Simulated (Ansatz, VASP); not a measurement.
## Two plane-wave programs on TaSiH4

Contents of INCAR:

```
PREC = Accurate
ENCUT = 600
EDIFF = 1E-6
ISMEAR = 0
SIGMA = 0.1
LREAL = False
LASPH = True
NELM = 60
ALGO = Normal
ISIF = 3
LWAVE = False
LCHARG = False
GGA = PE
IBRION = 2
NSW = 90
EDIFFG = -0.04
```

The input KPOINTS:

```
regular mesh
0
Gamma
  6 6 4
```

File POSCAR:

```
TaSiH4
1.0
    3.0786024500      0.0000000000      0.0000000000
    0.0000000000      3.4373116500      0.0000000000
    0.0000000000      0.0000000000      5.3335957600
Ta Si H
1 1 4
Direct
    0.5000000000      0.0000000000      0.5000000000
    0.0000000000      0.0000000000      0.0000000000
    0.0000000000      0.5000000000      0.6684151300
    0.5000000000      0.5000000000      0.1651348500
    0.5000000000      0.5000000000      0.8348651500
    0.0000000000      0.5000000000      0.3315848700
```

Input for Ansatz:

```yaml
crystal:
  lattice:
    - [3.07860245, 0.0, 0.0]
    - [0.0, 3.43731165, 0.0]
    - [0.0, 0.0, 5.33359576]
  atoms:
    - { symbol: Ta, position: [0.5, 0.0, 0.5] }
    - { symbol: Si, position: [0.0, 0.0, 0.0] }
    - { symbol: H, position: [0.0, 0.5, 0.66841513] }
    - { symbol: H, position: [0.5, 0.5, 0.16513485] }
    - { symbol: H, position: [0.5, 0.5, 0.83486515] }
    - { symbol: H, position: [0.0, 0.5, 0.33158487] }
basis:
  ecutwfc: 420
kpoints:
  mp_grid: { grid: [6, 6, 4] }
hamiltonian:
  xc: pbe
scf:
  occupations: { method: gaussian, width: 0.1 }
  lower_state_search: "off"
output:
  forces: true
  stress: true
  eigenvalues: true
relax:
  adjacent_minimum: "off"
  f_tol: 0.04
  max_steps: 70
  cell: { stress_tol: 0.4 }
```

Change from the starting cell: species swapped into the HfZrB4 type (Pmmm, No. 47).

Alike in both runs: task relaxation of cell and atoms; functional PBE; k mesh 6 × 6 × 4; occupations gaussian, width 0.1 eV; no spin polarisation.

```csv
,VASP,Ansatz
version,VASP 6.6.1,Ansatz 0.2.0
potentials or method,"VASP PAW PBE potentials, release 64 (Ta_pv, Si, H), cutoff 600 eV","scalar-relativistic, plane waves, PAW"
valence electrons in the cell,19,21
```

Ansatz gave:

| Item | Value |
| --- | --- |
| gap on the k mesh at the Fermi level, each at its own relaxed structure (eV) | none |
| relaxed volume (Å³/atom) | 7.67 |
| relaxed cell length with the largest relative difference (Å) | 3.034 |

Estimate VASP's values.

gap on the k mesh at the Fermi level, each at its own relaxed structure (eV): none; relaxed volume (Å³/atom): 7.68; relaxed cell length with the largest relative difference (Å): 3.038.

A gap of «none» marks a metal or a gap that the smearing closes. VASP's potentials hold 19 valence electrons a cell and Ansatz's 21, so a difference there can come from the potentials and not from the codes.

Neither program's run includes spin-orbit coupling. Noted on VASP's run: the volume moved by over 15 % at a fixed basis, so the end points are rough.
